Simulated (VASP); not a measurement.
A run of VASP 6.6.1:

INCAR

```
PREC     = Accurate       # precision mode
ENCUT    = 520            # plane-wave cutoff, eV
EDIFF    = 1E-6           # SCF threshold, eV
ISMEAR   = 0              # smearing method
SIGMA    = 0.1            # smearing width, eV
LREAL    = F              # projectors in reciprocal space
LASPH    = T              # aspherical terms in the spheres
NELM     = 60             # most SCF steps
ALGO     = Normal         # electronic algorithm
ISIF     = 2              # what is computed and relaxed
LWAVE    = F              # write WAVECAR
LCHARG   = T              # write CHGCAR
GGA      = PE             # functional
LELF     = T              # ELF
LVHAR    = T            
NBANDS   = 13             # bands
```

KPOINTS

```
regular mesh
0
Gamma
  6 6 6
```

Contents of POSCAR:

```
AlCo
1.0
    0.0000000000      2.3940203037      2.3940203037
    2.3940203037      0.0000000000      2.3940203037
    2.3940203037      2.3940203037      0.0000000000
Al Co
1 1
Direct
    0.0000000000      0.0000000000      0.0000000000
    0.5000000000      0.5000000000      0.5000000000
```

Potentials or basis: VASP PAW PBE potentials, release 64 (Al, Co).

Command:

```bash
$ cat potpaw_PBE.64/Al/POTCAR potpaw_PBE.64/Co/POTCAR > POTCAR
$ mpirun -np 1 vasp_std > vasp.out
```

Hardware: 1 thread of AMD EPYC 7R13 (shared host).

Question: How long does it take, and how much memory?

Answer: Wall time 11 s on 1 thread of AMD EPYC 7R13, with other jobs on the host, peak memory 0.12 GiB. Counts: scf iterations 12, k points 16.
